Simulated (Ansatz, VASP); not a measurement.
**PtS2: VASP beside Ansatz**

```
Pt S
1.0
     3.54320    0.00000    0.00000
    -1.77160    3.06850    0.00000
     0.00000    0.00000    5.03880
Pt S
1 2
Direct
  0.99943 0.99349 0.01005
  0.66718 0.33107 0.77169
  0.33506 0.67148 0.23435
```

Change from the starting cell: atoms moved at random, drawn with an rms of 0.05 Å.

Alike in both runs: task single point; functional PBEsol; k mesh 9 × 9 × 5; occupations fermi-dirac, width 0.05 eV; no spin polarisation.

|  | VASP | Ansatz |
| --- | --- | --- |
| version | VASP 6.6.1 | Ansatz 0.2.0 |
| potentials or method | VASP PAW PBE potentials, release 64 (Pt, S), cutoff 520 eV | all-electron LAPW, scalar-relativistic |

VASP gave:

| Quantity | Value |
| --- | --- |
| gap on the k mesh at the Fermi level (eV) | 0.83 |
| least direct gap on the mesh (eV) | 0.96 |
| pressure (GPa) | 4.3 |
| traceless stress, the component that is largest in VASP (GPa) | -0.87 |
| rms of the force components (eV/Å) | 0.475 |

Estimate Ansatz's values.

gap on the k mesh at the Fermi level (eV): 0.83; least direct gap on the mesh (eV): 0.96; pressure (GPa): 4.6; traceless stress, the component that is largest in VASP (GPa): -0.88; rms of the force components (eV/Å): 0.480.

VASP's potentials were made for PBE, not for PBEsol. Atom by atom the forces differ by 0.010 eV/Å (rms over components). Ansatz ran all-electron here, and VASP with PAW potentials.

Spin-orbit coupling is off throughout.
